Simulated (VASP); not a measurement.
# AlNi (I4/mmm) in VASP: further runs, part 2 of 3

VASP 6.6.1. The steps go on from the part before.

## 4. Single point, PBEsol (atoms displaced along a vibrational mode)

INCAR

```
SYSTEM = AlNi
PREC = Accurate ; ENCUT = 600
EDIFF = 1E-6 ; ISMEAR = 0
SIGMA = 0.15 ; LREAL = .FALSE.
LASPH = .TRUE. ; NELM = 120
ALGO = Normal ; ISIF = 2
LWAVE = .FALSE. ; LCHARG = .FALSE.
GGA = PS ; NBANDS = 21
GGA_COMPAT = .FALSE.
```

KPOINTS

```
regular mesh
0
G
  18 18 18
  0 0 0
```

POSCAR

```
AlNi
1.0
   -2.8621655520      0.0000000000     -2.8621655520
    0.0000000000     -2.8621655520     -2.8621655520
   -2.8621655520     -2.8621655520      0.0000000000
Al Ni
2 2
Direct
    0.5000000000      0.5000000000      0.5000000000
    0.0000000000      0.0000000000      0.0000000000
    0.2395184260      0.2395184260      0.2604815740
    0.7604815740      0.7604815740      0.7395184260
```

Potentials or basis: VASP PAW PBE potentials, release 64 (Al, Ni).

The run is started by

```console
$ cat potpaw_PBE.64/Al/POTCAR potpaw_PBE.64/Ni/POTCAR > POTCAR
$ mpirun -np 1 vasp_std > vasp.out
```

OUTCAR:

```text
SYSTEM = AlNi
   PREC = Accurate
   ENCUT = 600
   EDIFF = 1E-6
   ISMEAR = 0
   LREAL = .FALSE.
   LASPH = .TRUE.
   NELM = 120
   ISIF = 2
   GGA = PS

 ion  position               nearest neighbor table
   1  0.500  0.500  0.500-   3 2.44   3 2.44   4 2.44   4 2.44   4 2.51   4 2.51   3 2.51   3 2.51
                             2 2.86   2 2.86   2 2.86   2 2.86   2 2.86   2 2.86
   2  0.000  0.000  0.000-   4 2.44   3 2.44   4 2.44   3 2.44   4 2.51   4 2.51   3 2.51   3 2.51
                             1 2.86   1 2.86   1 2.86   1 2.86   1 2.86   1 2.86
   3  0.240  0.240  0.260-   2 2.44   2 2.44   1 2.44   1 2.44   2 2.51   1 2.51   2 2.51   1 2.51
                             4 2.74   4 2.86   4 2.86   4 2.86   4 2.86   4 2.98
   4  0.760  0.760  0.740-   2 2.44   2 2.44   1 2.44   1 2.44   1 2.51   1 2.51   2 2.51   2 2.51
                             3 2.74   3 2.86   3 2.86   3 2.86   3 2.86   3 2.98

  LATTYP: Found a face centered cubic cell.
 ALAT       =     5.7243311040

  Lattice vectors:

 A1 = (  -2.8621655520,   0.0000000000,  -2.8621655520)
 A2 = (   0.0000000000,  -2.8621655520,  -2.8621655520)
 A3 = (  -2.8621655520,  -2.8621655520,   0.0000000000)

Analysis of symmetry for initial positions (statically):
=====================================================================
 Subroutine PRICEL returns:
[... 183 lines left out ...]

 k-point     1 :       0.0000    0.0000    0.0000
  band No.  band energies     occupation
      1      -1.1171      2.00000
      2       5.9583      2.00000
      3       5.9583      2.00000
      4       5.9681      2.00000
      5       6.8227      2.00000
      6       6.8249      2.00000
[... 565 lines left out ...]
     20      18.8399      0.00000
     21      19.8020      0.00000

 [... further k-points ...]

------------------------ aborting loop because EDIFF is reached ----------------------------------------

  FORCE on cell =-STRESS in cart. coord.  units (eV):
  Direction    XX          YY          ZZ          XY          YZ          ZX
  --------------------------------------------------------------------------------------
  -------------------------------------------------------------------------------------
  Total        0.1101841      0.1101841      0.2335828      0.0000000      0.0000000      0.0000000
  in kB        3.7645695      3.7645695      7.9806290      0.0000000      0.0000000      0.0000000
  external PRESSURE =       5.1699227 kB  Pullay stress =       0.0000000 kB

 VOLUME and BASIS-vectors are now :
 -----------------------------------------------------------------------------
  energy-cutoff  :      600.00
  volume of cell :       46.89
      direct lattice vectors                 reciprocal lattice vectors
    -2.862165552  0.000000000 -2.862165552    -0.174692900  0.174692900 -0.174692900
     0.000000000 -2.862165552 -2.862165552     0.174692900 -0.174692900 -0.174692900
    -2.862165552 -2.862165552  0.000000000    -0.174692900 -0.174692900  0.174692900

 POSITION                                       TOTAL-FORCE (eV/Angst)
 -----------------------------------------------------------------------------------
     -2.86217     -2.86217     -2.86217        -0.000000      0.000000      0.000000
      0.00000      0.00000      0.00000        -0.000000     -0.000000      0.000000
     -1.43108     -1.43108     -1.37108         0.000000     -0.000000     -0.389072
     -4.29325     -4.29325     -4.35325         0.000000     -0.000000      0.389072
 -----------------------------------------------------------------------------------
    total drift:                               -0.000000     -0.000000     -0.000000

  FREE ENERGIE OF THE ION-ELECTRON SYSTEM (eV)
  ---------------------------------------------------
  free  energy   TOTEN  =       -23.1588845921 eV

  energy  without entropy=      -23.1410901891  energy(sigma->0) =      -23.14998739
```

OSZICAR:

```text
N       E                     dE             d eps       ncg     rms          rms(c)
DAV:   1     0.135006971674E+03    0.13501E+03   -0.12379E+04 20240   0.157E+03
DAV:   2    -0.194365946132E+02   -0.15444E+03   -0.14690E+03 20300   0.286E+02
DAV:   3    -0.263077424759E+02   -0.68711E+01   -0.67114E+01 23905   0.750E+01
DAV:   4    -0.264443705272E+02   -0.13663E+00   -0.13649E+00 22914   0.931E+00
DAV:   5    -0.264493192643E+02   -0.49487E-02   -0.49485E-02 23967   0.187E+00    0.181E+01
DAV:   6    -0.303131906572E+02   -0.38639E+01   -0.50798E+01 22825   0.135E+02    0.231E+01
DAV:   7    -0.232042181314E+02    0.71090E+01   -0.18940E+01 22780   0.823E+01    0.170E+00
DAV:   8    -0.231910412581E+02    0.13177E-01   -0.85075E-01 28047   0.927E+00    0.149E+00
DAV:   9    -0.231602524632E+02    0.30789E-01   -0.66628E-02 25577   0.404E+00    0.349E-01
DAV:  10    -0.231588868301E+02    0.13656E-02   -0.41051E-03 30902   0.987E-01    0.109E-01
DAV:  11    -0.231588893119E+02   -0.24817E-05   -0.15705E-04 26803   0.125E-01    0.504E-02
DAV:  12    -0.231588857391E+02    0.35728E-05   -0.11568E-05 27213   0.529E-02    0.121E-02
DAV:  13    -0.231588845622E+02    0.11768E-05   -0.92784E-07 13138   0.828E-03    0.170E-03
DAV:  14    -0.231588845921E+02   -0.29844E-07   -0.21399E-07 11785   0.381E-03
   1 F= -.23158885E+02 E0= -.23149987E+02  d E =-.177944E-01
```

stdout:

```text
POSCAR found type information on POSCAR AlNi
 POSCAR found :  2 types and       4 ions
 scaLAPACK will be used
 -----------------------------------------------------------------------------
|                                                                             |
|                                                                             |
|     You enforced a specific xc type in the INCAR file but a different       |
|     I HOPE YOU KNOW WHAT YOU ARE DOING!                                     |
|                                                                             |
 -----------------------------------------------------------------------------

 LDA part: xc-table for (Slater+PW92), standard interpolation
 POSCAR, INCAR and KPOINTS ok, starting setup
 FFT: planning ... GRIDC
 FFT: planning ... GRID_SOFT
 FFT: planning ... GRID
 WAVECAR not read
 entering main loop
```

It took 4.6 min on 1 thread of AMD EPYC 9R45 (Zen 5), shared host; peak memory 0.55 GiB.

Results:

```
Free energy            : -23.1589 eV
Pressure               : 0.5 GPa
Largest force          : 0.389 eV/Å
Band gap on the k mesh : zero (bands 13 and 14 overlap by 2.75 eV)
```

Forces in eV/Å, atoms in the order of the input:
```
Al   0.000  0.000  0.000
Al   0.000  0.000  0.000
Ni   0.000  0.000 -0.389
Ni   0.000  0.000  0.389
```

Stress tensor (GPa, compression positive):
```
0.38 0.00 0.00
0.00 0.38 0.00
0.00 0.00 0.80
```

Caveat: the cell differs from its parent crystal (atoms displaced along a vibrational mode); the PAW data sets were made with another functional, which shifts forces and pressure a little. Spin polarisation is off, so any magnetic state and its effect on volume and gap are missing.

## 5. Single point, PBEsol (atoms displaced along a vibrational mode)

INCAR

```
SYSTEM = AlNi
ALGO = Normal ; EDIFF = 1E-6
ENCUT = 600 ; GGA = PS
GGA_COMPAT = .False. ; ISIF = 2
ISMEAR = 0 ; LASPH = .True.
LCHARG = .False. ; LREAL = .False.
LWAVE = .False. ; NBANDS = 21
NELM = 120 ; PREC = Accurate
SIGMA = 0.15
```

KPOINTS

```
k-points
0
Gamma
  18 18 18
  0 0 0
```

POSCAR, as its differences from that of step 4:

```diff
@@ -10,3 +10,3 @@
     0.0000000000      0.0000000000      0.0000000000
-    0.2395184260      0.2395184260      0.2604815740
-    0.7604815740      0.7604815740      0.7395184260
+    0.2552407870      0.2552407870      0.2447592130
+    0.7447592130      0.7447592130      0.7552407870
```

Potentials or basis: VASP PAW PBE potentials, release 64 (Al, Ni).

The run is started by

```console
$ cat potpaw_PBE.64/Al/POTCAR potpaw_PBE.64/Ni/POTCAR > POTCAR
$ mpirun -np 1 vasp_std > vasp.out
```

OUTCAR:

```text
SYSTEM = AlNi
   EDIFF = 1E-6
   ENCUT = 600
   GGA = PS
   ISIF = 2
   ISMEAR = 0
   LASPH = .True.
   LREAL = .False.
   NELM = 120
   PREC = Accurate

 ion  position               nearest neighbor table
   1  0.500  0.500  0.500-   3 2.46   4 2.46   3 2.46   4 2.46   3 2.50   3 2.50   4 2.50   4 2.50
                             2 2.86   2 2.86   2 2.86   2 2.86   2 2.86   2 2.86
   2  0.000  0.000  0.000-   4 2.46   4 2.46   3 2.46   3 2.46   4 2.50   3 2.50   4 2.50   3 2.50
                             1 2.86   1 2.86   1 2.86   1 2.86   1 2.86   1 2.86
   3  0.255  0.255  0.245-   1 2.46   2 2.46   2 2.46   1 2.46   2 2.50   2 2.50   1 2.50   1 2.50
                             4 2.80   4 2.86   4 2.86   4 2.86   4 2.86   4 2.92
   4  0.745  0.745  0.755-   1 2.46   1 2.46   2 2.46   2 2.46   2 2.50   2 2.50   1 2.50   1 2.50
                             3 2.80   3 2.86   3 2.86   3 2.86   3 2.86   3 2.92

  LATTYP: Found a face centered cubic cell.
 ALAT       =     5.7243311040

  Lattice vectors:

 A1 = (  -2.8621655520,   0.0000000000,  -2.8621655520)
 A2 = (   0.0000000000,  -2.8621655520,  -2.8621655520)
 A3 = (  -2.8621655520,  -2.8621655520,   0.0000000000)

Analysis of symmetry for initial positions (statically):
[... 180 lines left out ...]

 val. band max:       10.1574171713   @ k =   0.2778   0.1111  -0.3333
 cond. band min:      10.1578319227   @ k =   0.1667   0.0556  -0.1667
 fundamental gap:      0.0004147514
 Fermi energy:        10.1576160098

 k-point     1 :       0.0000    0.0000    0.0000
  band No.  band energies     occupation
      1      -1.1173      2.00000
      2       5.9626      2.00000
      3       5.9626      2.00000
      4       5.9650      2.00000
      5       6.8256      2.00000
      6       6.8261      2.00000
[... 565 lines left out ...]
     20      18.8441      0.00000
     21      19.8052      0.00000

 [... further k-points ...]

------------------------ aborting loop because EDIFF is reached ----------------------------------------

  FORCE on cell =-STRESS in cart. coord.  units (eV):
  Direction    XX          YY          ZZ          XY          YZ          ZX
  --------------------------------------------------------------------------------------
  -------------------------------------------------------------------------------------
  Total        0.0620478      0.0620478      0.0930280      0.0000000      0.0000000      0.0000000
  in kB        2.1199366      2.1199366      3.1784098      0.0000000      0.0000000      0.0000000
  external PRESSURE =       2.4727610 kB  Pullay stress =       0.0000000 kB

 VOLUME and BASIS-vectors are now :
 -----------------------------------------------------------------------------
  energy-cutoff  :      600.00
  volume of cell :       46.89
      direct lattice vectors                 reciprocal lattice vectors
    -2.862165552  0.000000000 -2.862165552    -0.174692900  0.174692900 -0.174692900
     0.000000000 -2.862165552 -2.862165552     0.174692900 -0.174692900 -0.174692900
    -2.862165552 -2.862165552  0.000000000    -0.174692900 -0.174692900  0.174692900

 POSITION                                       TOTAL-FORCE (eV/Angst)
 -----------------------------------------------------------------------------------
     -2.86217     -2.86217     -2.86217         0.000000     -0.000000     -0.000000
      0.00000      0.00000      0.00000        -0.000000      0.000000     -0.000000
     -1.43108     -1.43108     -1.46108        -0.000000      0.000000      0.190153
     -4.29325     -4.29325     -4.26325        -0.000000      0.000000     -0.190153
 -----------------------------------------------------------------------------------
    total drift:                               -0.000000     -0.000000     -0.000000

  FREE ENERGIE OF THE ION-ELECTRON SYSTEM (eV)
  ---------------------------------------------------
  free  energy   TOTEN  =       -23.1761877241 eV

  energy  without entropy=      -23.1585099608  energy(sigma->0) =      -23.16734884
```

OSZICAR:

```text
N       E                     dE             d eps       ncg     rms          rms(c)
DAV:   1     0.134911881695E+03    0.13491E+03   -0.12384E+04 20280   0.157E+03
DAV:   2    -0.194495365651E+02   -0.15436E+03   -0.14672E+03 20280   0.286E+02
DAV:   3    -0.263280188363E+02   -0.68785E+01   -0.67194E+01 23926   0.751E+01
DAV:   4    -0.264645157547E+02   -0.13650E+00   -0.13636E+00 22848   0.929E+00
DAV:   5    -0.264694600008E+02   -0.49442E-02   -0.49440E-02 24230   0.187E+00    0.181E+01
DAV:   6    -0.303566171150E+02   -0.38872E+01   -0.50896E+01 22793   0.135E+02    0.232E+01
DAV:   7    -0.232212751749E+02    0.71353E+01   -0.18915E+01 22740   0.822E+01    0.170E+00
DAV:   8    -0.232079933800E+02    0.13282E-01   -0.84198E-01 27863   0.924E+00    0.148E+00
DAV:   9    -0.231775111866E+02    0.30482E-01   -0.64520E-02 25957   0.395E+00    0.346E-01
DAV:  10    -0.231761862765E+02    0.13249E-02   -0.37963E-03 30790   0.940E-01    0.112E-01
DAV:  11    -0.231761929256E+02   -0.66491E-05   -0.13526E-04 25111   0.106E-01    0.515E-02
DAV:  12    -0.231761884411E+02    0.44845E-05   -0.13733E-05 26992   0.614E-02    0.655E-03
DAV:  13    -0.231761877241E+02    0.71701E-06   -0.71315E-07 12705   0.653E-03
   1 F= -.23176188E+02 E0= -.23167349E+02  d E =-.176778E-01
```

Wall time 8.3 min (1 thread of Intel Xeon 8259CL, shared host); peak memory 0.59 GiB.

What came out:

```
Free energy            : -23.1762 eV
Pressure               : 0.2 GPa
Largest force          : 0.190 eV/Å
Band gap on the k mesh : zero (bands 13 and 14 overlap by 2.87 eV)
```

Forces in eV/Å, atoms in the order of the input:
```
Al   0.000  0.000  0.000
Al   0.000  0.000  0.000
Ni   0.000  0.000  0.190
Ni   0.000  0.000 -0.190
```

Levels at points of the mesh, in eV from the Fermi level:
| k point | band 11 | band 12 | band 13 | band 14 | band 15 | band 16 |
| --- | --- | --- | --- | --- | --- | --- |
| (0.00, 0.00, 0.00) | -1.01 | 1.97 | 1.97 | 1.97 | 3.91 | 4.56 |
| (0.50, 0.00, 0.00) | -2.14 | -2.12 | 2.18 | 2.26 | 2.35 | 2.42 |
| (0.50, 0.50, 0.00) | -2.13 | -1.49 | -1.04 | -0.65 | 1.50 | 2.59 |
| (0.00, 0.50, 0.50) | -2.13 | -1.48 | -1.04 | -0.66 | 1.50 | 2.59 |

Caveat: the cell differs from its parent crystal (atoms displaced along a vibrational mode); the PAW data sets were made with another functional, which shifts forces and pressure a little.

(Continued in part 3 of 3.)
